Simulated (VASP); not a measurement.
## KF: single point with PBE

Crystal: KF.

```xyz
2
Lattice="0.0000 2.7635 2.7635 2.7635 0.0000 2.7635 2.7635 2.7635 0.0000" Properties=species:S:1:pos:R:3 pbc="T T T"
K     2.7635    2.7635    2.7635
F     0.0000    0.0000    0.0000
```

This cell differs from its parent crystal: volume scaled by 1.06.

- Program: VASP 6.6.1
- Task: single point
- Functional: PBE
- Potentials or basis: VASP PAW PBE potentials, release 64 (K_sv, F)
- Cutoff: 520 eV
- k mesh: 8 × 8 × 8
- Occupations: gaussian, width 0.02 eV
- Spin: no spin polarisation
- Dipole correction: no
- Further INCAR settings: ALGO = Normal; EDIFF = 1e-06; NBANDS = 15

```yaml
Pressure: -1.5 GPa
Band_gap_on_the_k_mesh: 5.67 eV, direct
```

Levels at points of the mesh, in eV from the valence-band top:
```csv
k point,band 6,band 7,band 8,band 9,band 10,band 11
"(0.00, 0.00, 0.00)",0.00,0.00,0.00,5.67,10.39,10.39
"(0.50, 0.00, 0.00)",-0.69,-0.27,-0.27,8.64,9.87,11.59
"(0.50, 0.50, 0.00)",-0.25,-0.07,-0.07,8.09,9.75,11.03
```

Run time: 12 s on 1 thread of AMD EPYC 9R45 96-Core Processor (Zen 5), on a shared host, peak memory 0.14 GiB.

 A k mesh can miss the band edges.
